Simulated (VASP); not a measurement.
Wanted: the native input for a VASP 6.6.1 run.

- Task: single point
- Functional: LDA
- Potentials or basis: VASP PAW LDA potentials, release 64 (Zn)
- Cutoff: 500 eV
- k mesh: 16 × 16 × 8
- Occupations: fermi-dirac, width 0.1 eV
- Spin: no spin polarisation
- Dipole correction: no
- Further INCAR settings: ALGO = Normal; EDIFF = 1e-06; NBANDS = 19

The structure of Zn lies in POSCAR:

```
Zn
1.0
    1.2872944537     -2.2296593982      0.0000000000
    1.2872944537      2.2296593982      0.0000000000
    0.0000000000      0.0000000000      4.7135629526
Zn
2
Direct
    0.6666666670      0.3333333330      0.2500000000
    0.3333333330      0.6666666670      0.7500000000
```

One way to write it, as run:

INCAR

```
  PREC = Accurate
  ENCUT = 500
  EDIFF = 1E-6
  ISMEAR = -1
  SIGMA = 0.1
  LREAL = False
  LASPH = True
  NELM = 120
  ALGO = Normal
  ISIF = 2
  LWAVE = False
  LCHARG = False
  GGA = CA
  NBANDS = 19
  GGA_COMPAT = False
```

KPOINTS

```
regular mesh
0
Gamma
  16 16 8
```

Potentials or basis: VASP PAW LDA potentials, release 64 (Zn).

Launch:

```console
$ cat potpaw_LDA.64/Zn/POTCAR > POTCAR
$ mpirun -np 1 vasp_std > vasp.out
```

It gave:

```json
{
  "Pressure": "0.7 GPa",
  "Band gap on the k mesh": "zero (bands 12 and 13 overlap by 4.31 eV)"
}
```

Wall time 100 s on 1 thread of Intel Xeon 8259CL, with other jobs on the host, peak memory 0.17 GiB.
